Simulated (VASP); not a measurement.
# HfSi3: single point with PBE

HfSi3:

```xyz
4
Lattice="0.0000 3.2286 3.2286 3.2286 0.0000 3.2286 3.2286 3.2286 0.0000" Properties=species:S:1:pos:R:3 pbc="T T T"
Hf    0.0000    0.0000    0.0000
Si    1.6143    1.6143    1.6143
Si    4.8428    4.8428    4.8428
Si    3.2286    3.2286    3.2286
```

| Item | Value |
| --- | --- |
| Program | VASP 6.6.1 |
| Task | single point |
| Functional | PBE |
| Potentials or basis | VASP PAW PBE potentials, release 64 (Hf_pv, Si) |
| Cutoff | 520 eV |
| k mesh | 12 × 12 × 12 |
| Occupations | gaussian, width 0.1 eV |
| Spin | no spin polarisation |

| Property | Result |
| --- | --- |
| Pressure | -0.2 GPa |
| Band gap on the k mesh | zero (band 11 reaches 8.47 eV, above the bottom of band 12 at 6.27 eV) |

Levels at points of the mesh, in eV from the Fermi level:
```tsv
k point	band 9	band 10	band 11	band 12	band 13	band 14
(0.00, 0.00, 0.00)	-2.17	-1.80	-1.80	-1.80	-0.46	-0.46
(0.50, 0.00, 0.00)	-2.04	-1.45	-1.45	-0.03	-0.03	3.28
(0.50, 0.50, 0.00)	-3.16	-0.06	-0.06	1.08	2.65	3.75
```

Run time: 31 s on 1 thread of Intel(R) Xeon(R) 6975P-C (Granite Rapids), on a shared host, peak memory 0.25 GiB.

Caveat: spin-orbit coupling is left out, which moves the levels of the heavy elements.
